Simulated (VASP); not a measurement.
# Lu (Fd-3m) in VASP: further runs

Lu is run at these levels: PBEsol; tasks: single point, relaxation of cell and atoms.

Everything below comes from runs of VASP 6.6.1. Logs are shortened: lines on timing, memory, paths and dates and some standing lists are left out, and cuts for length are marked.

### Step 1. The cell of the first run

It takes space group Fd-3m (No. 227, cubic). Conventional cell: a = 7.178 Å, b = 7.178 Å, c = 7.178 Å, α = 90.00°, β = 90.00°, γ = 90.00°. Within 4.1 Å of Lu (site symmetry -43m) lie 4 Lu at 3.11 Å.

This isn't the form of Lu at room conditions, which is hcp.

### Step 2. Single point, PBEsol

File INCAR:

```
PREC = Accurate
ENCUT = 520
EDIFF = 1E-6
ISMEAR = -1
SIGMA = 0.1
LREAL = F
LASPH = T
NELM = 80
ALGO = Normal
ISIF = 2
LWAVE = F
LCHARG = T
GGA = PS
LELF = T
LVHAR = T
NBANDS = 32
```

File KPOINTS:

```
regular mesh
0
Gamma
  6 6 6
```

File POSCAR:

```
Lu
1.0
    0.0000000000      3.5889577752      3.5889577752
    3.5889577752      0.0000000000      3.5889577752
    3.5889577752      3.5889577752      0.0000000000
Lu
2
Direct
    1.0000000000      1.0000000000      1.0000000000
    0.2500000000      0.2500000000      0.2500000000
```

Potentials or basis: VASP PAW PBE potentials, release 64 (Lu).

Started as:

```
$ cat potpaw_PBE.64/Lu/POTCAR > POTCAR
$ mpirun -np 1 vasp_std > vasp.out
```

OUTCAR:

```text
PREC = Accurate
   ENCUT = 520
   EDIFF = 1E-6
   ISMEAR = -1
   LREAL = F
   LASPH = T
   NELM = 80
   ISIF = 2
   GGA = PS

 ion  position               nearest neighbor table
   1  0.000  0.000  0.000-   2 3.11   2 3.11   2 3.11   2 3.11
   2  0.250  0.250  0.250-   1 3.11   1 3.11   1 3.11   1 3.11

  LATTYP: Found a face centered cubic cell.
 ALAT       =     7.1779155504

  Lattice vectors:

 A1 = (   0.0000000000,   3.5889577752,   3.5889577752)
 A2 = (   3.5889577752,   0.0000000000,   3.5889577752)
 A3 = (   3.5889577752,   3.5889577752,   0.0000000000)

Analysis of symmetry for initial positions (statically):
=====================================================================
 Subroutine PRICEL returns:
 Original cell was already a primitive cell.

 Routine SETGRP: Setting up the symmetry group for a
 face centered cubic supercell.

 Subroutine GETGRP returns: Found 48 space group operations
 (whereof 24 operations were pure point group operations)
 out of a pool of 48 trial point group operations.

The static configuration has the point symmetry T_d .
 The point group associated with its full space group is O_h .

Analysis of symmetry for dynamics (positions and initial velocities):
=====================================================================
 Subroutine PRICEL returns:
 Original cell was already a primitive cell.

 Routine SETGRP: Setting up the symmetry group for a
 face centered cubic supercell.

 Subroutine GETGRP returns: Found 48 space group operations
 (whereof 24 operations were pure point group operations)
 out of a pool of 48 trial point group operations.

The dynamic configuration has the point symmetry T_d .
 The point group associated with its full space group is O_h .

 Subroutine INISYM returns: Found 48 space group operations
 (whereof 24 operations are pure point group operations),
 and found     1 'primitive' translations

----------------------------------------------------------------------------------------

                                     Primitive cell

  volume of cell :      92.4560

  direct lattice vectors                    reciprocal lattice vectors
     0.000000000  3.588957775  3.588957775    -0.139316211  0.139316211  0.139316211
     3.588957775  0.000000000  3.588957775     0.139316211 -0.139316211  0.139316211
     3.588957775  3.588957775  0.000000000     0.139316211  0.139316211 -0.139316211

  length of vectors
     5.075552760  5.075552760  5.075552760     0.241302756  0.241302756  0.241302756

  position of ions in fractional coordinates (direct lattice)
     0.000000000  0.000000000  0.000000000
     0.250000000  0.250000000  0.250000000

  ion indices of the primitive-cell ions
   primitive index   ion index
                 1           1
                 2           2

----------------------------------------------------------------------------------------

 KPOINTS: regular mesh

Automatic generation of k-mesh.
 Grid dimensions read from file:
 generate k-points for:    6    6    6

 Generating k-lattice:

  Cartesian coordinates                     Fractional coordinates (reciprocal lattice)
    -0.023219369  0.023219369  0.023219369     0.166666667  0.000000000  0.000000000
     0.023219369 -0.023219369  0.023219369     0.000000000  0.166666667  0.000000000
     0.023219369  0.023219369 -0.023219369     0.000000000  0.000000000  0.166666667

  Length of vectors
     0.040217126  0.040217126  0.040217126

  Shift w.r.t. Gamma in fractional coordinates (k-lattice)
     0.000000000  0.000000000  0.000000000

 Subroutine IBZKPT returns following result:
 ===========================================

 Found     16 irreducible k-points:

 Following reciprocal coordinates:
            Coordinates               Weight
  0.000000  0.000000  0.000000      1.000000
  0.166667  0.000000  0.000000      8.000000
  0.333333  0.000000  0.000000      8.000000
  0.500000  0.000000  0.000000      4.000000
  0.166667  0.166667  0.000000      6.000000
  0.333333  0.166667  0.000000     24.000000
[... 8 lines left out ...]
 -0.333333  0.333333  0.166667     24.000000
 -0.333333  0.500000  0.166667     12.000000
   k-points           NKPTS =     16   k-points in BZ     NKDIM =     16   number of bands    NBANDS=     32
   number of dos      NEDOS =    301   number of ions     NIONS =      2
   total plane-waves  NPLWV =  64000
   dimension x,y,z NGX =    40 NGY =   40 NGZ =   40
   dimension x,y,z NGXF=    80 NGYF=   80 NGZF=   80
   ions per type =               2
   NGX,Y,Z   is equivalent  to a cutoff of  13.10, 13.10, 13.10 a.u.
   NGXF,Y,Z  is equivalent  to a cutoff of  26.20, 26.20, 26.20 a.u.
 SYSTEM =  unknown system
   PREC   = accura    normal or accurate (medium, high low for compatibility)
   ISTART =      0    job   : 0-new  1-cont  2-samecut
   ICHARG =      2    charge: 1-file 2-atom 10-const
   ISPIN  =      1    spin polarized calculation?
   LNONCOLLINEAR =      F non collinear calculations
   LSORBIT =      F    spin-orbit coupling
   LASPH  =      T    aspherical Exc in radial PAW
   ENCUT  =  520.0 eV  38.22 Ry    6.18 a.u.   9.44  9.44  9.44*2*pi/ulx,y,z
   NELM   =     80;   NELMIN=  2; NELMDL= -5     # of ELM steps
   EDIFF  = 0.1E-05   stopping-criterion for ELM
   LREAL  =      F    real-space projection
   EDIFFG = 0.1E-04   stopping-criterion for IOM
   NSW    =      0    number of steps for IOM
   IBRION =     -1    ionic relax: 0-MD 1-quasi-New 2-CG
   NFREE  =      0    steps in history (QN), initial steepest desc. (CG)
   ISIF   =      2    stress and relaxation
   ISYM   =      2    0-nonsym 1-usesym 2-fastsym
   POTIM  = 0.5000    time-step for ionic-motion
   TEBEG  =    0.0;   TEEND  =   0.0 temperature during run
   PSTRESS=    0.0 pullay stress
   NELECT =      50.0000    total number of electrons
   NUPDOWN=      -1.0000    fix difference up-down
   EMIN   =  10.00;   EMAX   =-10.00  energy-range for DOS
   EFERMI =   0.00;   METHOD = LEGACY
   ISMEAR =    -1;   SIGMA  =   0.10  broadening in eV -4-tet -1-fermi 0-gaus
   EFERMI_NEDOS =   21; number of points for ismear=-14 and -15
   IALGO  =     38    algorithm
   IMIX   =      4    mixing-type and parameters
     AMIX     =   0.40;   BMIX     =  1.00
     AMIX_MAG =   1.60;   BMIX_MAG =  1.00
  volume/ion in A,a.u.               =      46.23       311.96
  Fermi-wavevector in a.u.,A,eV,Ry     =   1.333787  2.520492 24.204598  1.778988
  Thomas-Fermi vector in A             =   2.462618
   LORBIT       =      0    0 simple, 1 ext, 2 COOP (PROOUT), +10 PAW based schemes
   GGA     = PS    functional components
   LHFCALC =     F    Hartree Fock is set to
   AEXX    =    0.0000 exact exchange contribution
   IVDW    =     0    specifies the selected vdW correction
   LEPSILON=     F    determine dielectric tensor
   LRPA    =     F    only Hartree local field effects (RPA)
 non-spin polarized calculation
  energy-cutoff  :      520.00
  volume of cell :       92.46
 maximum number of plane-waves:      2523
 NGX is ok and might be reduce to    40
   NGX = 19   NGY = 19   NGZ = 19

 number of electron      50.0000001 magnetization

 Free energy of the ion-electron system (eV)
  ---------------------------------------------------
  ext. energy  EPLUGINS =         0.00000000
  ---------------------------------------------------
  free energy    TOTEN  =        -5.75008028 eV

  energy without entropy =       -5.59777145  energy(sigma->0) =       -5.67392586

 E-fermi :   0.0926     XC(G=0):  -8.5476

 val. band max:        0.0845677909   @ k =  -0.1667   0.1667   0.0000
 cond. band min:       0.1015152749   @ k =   0.5000   0.3333   0.1667
 fundamental gap:      0.0169474840
 Fermi energy:         0.0925960719

 k-point     1 :       0.0000    0.0000    0.0000
  band No.  band energies     occupation
      1     -56.9826      2.00000
      2     -56.9059      2.00000
      3     -27.7602      2.00000
      4     -27.7602      2.00000
      5     -27.7602      2.00000
      6     -27.4086      2.00000
[... 24 lines left out ...]
     31       2.0810      0.00000
     32       5.3451      0.00000

 k-point     2 :       0.1667    0.0000    0.0000
  band No.  band energies     occupation
      1     -56.9788      2.00000
      2     -56.9097      2.00000
      3     -27.7698      2.00000
      4     -27.7698      2.00000
      5     -27.7573      2.00000
      6     -27.4133      2.00000
[... 24 lines left out ...]
     31       2.0881      0.00000
     32       5.2455      0.00000

 k-point     3 :       0.3333    0.0000    0.0000
  band No.  band energies     occupation
      1     -56.9697      2.00000
      2     -56.9189      2.00000
      3     -27.7876      2.00000
      4     -27.7876      2.00000
      5     -27.7515      2.00000
      6     -27.4226      2.00000
[... 24 lines left out ...]
     31       2.4337      0.00000
     32       4.8441      0.00000

 k-point     4 :       0.5000    0.0000    0.0000
  band No.  band energies     occupation
      1     -56.9635      2.00000
      2     -56.9251      2.00000
      3     -27.7959      2.00000
      4     -27.7959      2.00000
      5     -27.7487      2.00000
      6     -27.4272      2.00000
[... 24 lines left out ...]
     31       2.8637      0.00000
     32       4.2412      0.00000

 k-point     5 :       0.1667    0.1667    0.0000
  band No.  band energies     occupation
      1     -56.9775      2.00000
      2     -56.9110      2.00000
      3     -27.7807      2.00000
      4     -27.7807      2.00000
      5     -27.7378      2.00000
      6     -27.4337      2.00000
[... 304 lines left out ...]
     31       2.6462      0.00000
     32       2.6462      0.00000

 k-point    14 :       0.5000    0.3333    0.1667
  band No.  band energies     occupation
      1     -56.9609      2.00000
      2     -56.9277      2.00000
      3     -27.8258      2.00000
      4     -27.8099      2.00000
      5     -27.6789      2.00000
      6     -27.4965      2.00000
[... 24 lines left out ...]
     31       2.8000      0.00000
     32       3.6290      0.00000

 k-point    15 :      -0.3333    0.3333    0.1667
  band No.  band energies     occupation
      1     -56.9539      2.00000
      2     -56.9347      2.00000
      3     -27.8347      2.00000
      4     -27.8181      2.00000
      5     -27.6523      2.00000
      6     -27.5234      2.00000
[... 24 lines left out ...]
     31       2.9498      0.00000
     32       3.9041      0.00000

 k-point    16 :      -0.3333    0.5000    0.1667
  band No.  band energies     occupation
      1     -56.9443      2.00000
      2     -56.9443      2.00000
      3     -27.8325      2.00000
      4     -27.8325      2.00000
      5     -27.5885      2.00000
      6     -27.5885      2.00000
[... 24 lines left out ...]
     31       3.4562      0.00000
     32       3.4562      0.00000

------------------------ aborting loop because EDIFF is reached ----------------------------------------

  FORCE on cell =-STRESS in cart. coord.  units (eV):
  Direction    XX          YY          ZZ          XY          YZ          ZX
  --------------------------------------------------------------------------------------
  -------------------------------------------------------------------------------------
  Total        0.0062486      0.0062486      0.0062486      0.0000000      0.0000000      0.0000000
  in kB        0.1082827      0.1082827      0.1082827      0.0000000      0.0000000      0.0000000
  external PRESSURE =       0.1082827 kB  Pullay stress =       0.0000000 kB

 VOLUME and BASIS-vectors are now :
 -----------------------------------------------------------------------------
  energy-cutoff  :      520.00
  volume of cell :       92.46
      direct lattice vectors                 reciprocal lattice vectors
     0.000000000  3.588957775  3.588957775    -0.139316211  0.139316211  0.139316211
     3.588957775  0.000000000  3.588957775     0.139316211 -0.139316211  0.139316211
     3.588957775  3.588957775  0.000000000     0.139316211  0.139316211 -0.139316211

 POSITION                                       TOTAL-FORCE (eV/Angst)
 -----------------------------------------------------------------------------------
      0.00000      0.00000      0.00000        -0.000000     -0.000000      0.000000
      1.79448      1.79448      1.79448         0.000000      0.000000     -0.000000
 -----------------------------------------------------------------------------------
    total drift:                               -0.000000     -0.000000      0.000000

  FREE ENERGIE OF THE ION-ELECTRON SYSTEM (eV)
  ---------------------------------------------------
  free  energy   TOTEN  =        -5.7500802771 eV

  energy  without entropy=       -5.5977714514  energy(sigma->0) =       -5.67392586
```

It took 30 s on 1 thread of Intel Xeon 6975P-C (Granite Rapids), shared host; peak memory 0.25 GiB.

Results:

- Free energy: -5.7501 eV
- Pressure: 0.0 GPa
- Band gap on the k mesh: zero (bands 25 and 26 overlap by 1.22 eV)

Caveat: the PAW data sets were made with another functional, which shifts forces and pressure a little; spin-orbit coupling is left out, which moves the levels of the heavy elements.

### Step 3. Relaxation of cell and atoms, PBEsol

File INCAR:

```
  PREC = Accurate
  ENCUT = 600
  EDIFF = 1E-6
  ISMEAR = -1
  SIGMA = 0.1
  LREAL = F
  LASPH = T
  NELM = 100
  ALGO = Normal
  ISIF = 3
  LWAVE = F
  LCHARG = F
  GGA = PS
  IBRION = 2
  NSW = 80
  EDIFFG = -0.03
```

File KPOINTS:

```
Automatic mesh
0
Gamma
  6 6 6
```

POSCAR is that of step 2.

Potentials or basis: VASP PAW PBE potentials, release 64 (Lu).

Started as:

```
$ cat potpaw_PBE.64/Lu/POTCAR > POTCAR
$ mpirun -np 1 vasp_std > vasp.out
```

Wall time 30 s (1 thread of Intel Xeon 6975P-C (Granite Rapids), shared host); peak memory 0.27 GiB.

The run converged. Its results:

- Free energy: -5.7512 eV
- Pressure after relaxing: 0.1 GPa
- Band gap on the k mesh: zero (bands 25 and 26 overlap by 1.22 eV)

Final structure:
```
Lu
1.0
     0.00000    3.58896    3.58896
     3.58896    0.00000    3.58896
     3.58896    3.58896    0.00000
Lu
2
Direct
  0.00000 0.00000 0.00000
  0.25000 0.25000 0.25000
```

Levels at points of the mesh, in eV from the Fermi level:
| k point | band 21 | band 22 | band 23 | band 24 | band 25 | band 26 | band 27 | band 28 |
| --- | --- | --- | --- | --- | --- | --- | --- | --- |
| (0.00, 0.00, 0.00) | -5.67 | -5.67 | -4.56 | 0.35 | 0.35 | 0.53 | 0.53 | 0.53 |
| (0.50, 0.00, 0.00) | -5.68 | -5.68 | -2.86 | -0.92 | 0.27 | 0.27 | 0.30 | 0.73 |
| (0.50, 0.50, 0.00) | -5.69 | -5.69 | -1.40 | -1.40 | -0.62 | -0.62 | 0.89 | 0.89 |

Caveat: the relaxation stopped at its first step, so nothing moved; the PAW data sets were made with another functional, which shifts forces and pressure a little; spin-orbit coupling is left out, which moves the levels of the heavy elements.

(Part 1 of 2 ends here.)
